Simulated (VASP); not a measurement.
## BN: single point with r2SCAN

BN:

```xyz
4
Lattice="2.5938 0.0000 0.0000 -1.2969 2.2463 0.0000 0.0000 0.0000 4.2903" Properties=species:S:1:pos:R:3 pbc="T T T"
B     0.0000    1.4976    0.0009
B     1.2969    0.7488    2.1460
N     0.0000    1.4976    1.6080
N     1.2969    0.7488    3.7532
```

This cell differs from its parent crystal: volume changed by +6%.

| Property | Result |
| --- | --- |
| Program | VASP 6.6.1 |
| Task | single point |
| Functional | r2SCAN |
| Potentials or basis | VASP PAW PBE potentials, release 64 (B, N) |
| Cutoff | 520 eV |
| k mesh | 9 × 9 × 6 |
| Occupations | gaussian, width 0.01 eV |
| Spin | no spin polarisation |

The pressure is -19.6 GPa. The largest force is 0.041 eV/Å and the band gap on the k mesh is 5.79 eV, indirect (least direct gap 8.65 eV).

Forces in eV/Å, atoms in the order of the input:
```
B    0.000  0.000 -0.041
B    0.000  0.000 -0.041
N    0.000  0.000  0.041
N    0.000  0.000  0.041
```

Stress tensor (GPa, compression positive):
```
-19.54   0.00   0.00
  0.00 -19.54   0.00
  0.00   0.00 -19.79
```

Levels at points of the mesh, in eV from the valence-band top:
```tsv
k point	band 5	band 6	band 7	band 8	band 9	band 10	band 11	band 12
(0.00, 0.00, 0.00)	-2.08	-0.25	0.00	0.00	8.83	8.83	8.93	9.48
(0.00, 0.00, 0.50)	-1.15	-1.15	-1.15	-1.15	9.67	9.67	10.36	10.36
```

It used 47 s of CPU time on 1 thread of Intel Xeon 6975P-C, on a shared host.

Caveat: the PAW data sets were made with another functional, which shifts forces and pressure a little. A k mesh can miss the band edges.
